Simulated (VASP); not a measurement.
A run of VASP 6.6.1 is set up as follows.

File POSCAR:

```
CdS
1.0
    2.7268809904      2.7268809904      0.0000000000
   -2.7268809904      2.7268809904      0.0000000000
    0.0000000000      2.7268809904      2.7268809904
Cd S
1 1
Direct
    0.0000000000      0.0000000000      0.0000000000
    0.5000000000      0.5000000000      0.0000000000
```

Contents of INCAR.step1:

```
PREC = Accurate ; ENCUT = 600
ISMEAR = 0 ; SIGMA = 0.01
LREAL = F ; LASPH = T
NELM = 80 ; GGA = PE
ALGO = Normal ; EDIFF = 1E-4
LWAVE = T ; LCHARG = F
```

INCAR.step2

```
PREC = Accurate ; ENCUT = 600
EDIFF = 1E-6 ; ISMEAR = 0
SIGMA = 0.01 ; LREAL = F
LASPH = T ; NELM = 80
ALGO = Normal ; ISIF = 3
LWAVE = F ; LCHARG = F
METAGGA = R2SCAN ; LMIXTAU = T
IBRION = 2 ; NSW = 100
EDIFFG = -0.002 ; PSTRESS = 150.0
ISTART = 1
```

File KPOINTS:

```
Automatic mesh
0
Gamma
  8 8 8
```

Potentials or basis: VASP PAW PBE potentials, release 64 (Cd, S).

Command:

```bash
$ cat potpaw_PBE.64/Cd/POTCAR potpaw_PBE.64/S/POTCAR > POTCAR
$ cp INCAR.step1 INCAR
$ mpirun -np 1 vasp_std > vasp.out
$ cp INCAR.step2 INCAR
$ mpirun -np 1 vasp_std > vasp.out
```

(1) What does it give for the relaxed volume?

(2) What does it give for the space group after relaxing (to 0.1 Å)?

(3) What does it give for the relaxed cell?

## Answers

(1) 17.84 Å³/atom.

(2) Fm-3m (No. 225).

(3) a = 3.695 Å, b = 3.695 Å, c = 3.695 Å, α = 60.00°, β = 60.00°, γ = 90.00°.

Caveat: the cell is relaxed towards a set pressure, so the run minimises the enthalpy, not the energy; the PAW data sets were made with another functional, which shifts forces and pressure a little.
